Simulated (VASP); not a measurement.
Wanted: the native input for a VASP 6.6.1 run.

* Task: electric field gradients
* Functional: PBE
* Potentials or basis: VASP PAW PBE potentials, release 64 (Ga_d)
* Cutoff: 520 eV
* k mesh: 14 × 14 × 11
* Occupations: fermi-dirac, width 0.03 eV
* Spin: no spin polarisation
* Dipole correction: no
* Further INCAR settings: ALGO = Normal; EDIFF = 1e-08; NBANDS = 20

The structure of Ga lies in POSCAR:

```
Ga
1.0
    1.3968300000     -4.0667650000      0.0000000000
    1.3968300000      4.0667650000      0.0000000000
   -0.1186245000      0.0000000000      3.3299300000
Ga
2
Direct
    0.8690000000      0.1310000000      0.2500000000
    0.1310000000      0.8690000000      0.7500000000
```

This cell differs from its parent crystal: equal xx and yy strain of +1 %.

One way to write it, as run:

INCAR

```
SYSTEM = Ga
PREC     = Accurate       ! precision mode
ENCUT    = 520            ! plane-wave cutoff, eV
EDIFF    = 1E-8           ! SCF threshold, eV
ISMEAR   = -1             ! smearing method
SIGMA    = 0.03           ! smearing width, eV
LREAL    = .False.        ! projectors in reciprocal space
LASPH    = .True.         ! aspherical terms in the spheres
NELM     = 60             ! most SCF steps
ALGO     = Normal         ! electronic algorithm
ISIF     = 2              ! what is computed and relaxed
LWAVE    = .False.        ! write WAVECAR
LCHARG   = .False.        ! write CHGCAR
GGA      = PE             ! functional
LEFG     = .True.       
NBANDS   = 20             ! bands
```

KPOINTS

```
regular mesh
0
Gamma
  14 14 11
  0 0 0
```

Potentials or basis: VASP PAW PBE potentials, release 64 (Ga_d).

The run is started by

```bash
$ cat potpaw_PBE.64/Ga_d/POTCAR > POTCAR
$ mpirun -np 1 vasp_std > vasp.out
```

It gave:

- Pressure: 0.7 GPa
- Largest force: 0.188 eV/Å
- Band gap on the k mesh: zero (bands 13 and 14 overlap by 7.98 eV)
- Largest electric field gradient by atom: Ga +23.9 V/Å²

Caveat: the cell differs from its parent crystal (equal xx and yy strain of +1 %); without QUAD_EFG the Cq values of the log hold for a quadrupole moment of 1 mb, not for the nuclei.

Run time: 2.5 min on 1 thread of Intel(R) Xeon(R) 6975P-C (Granite Rapids), with other jobs on the host, peak memory 0.44 GiB.
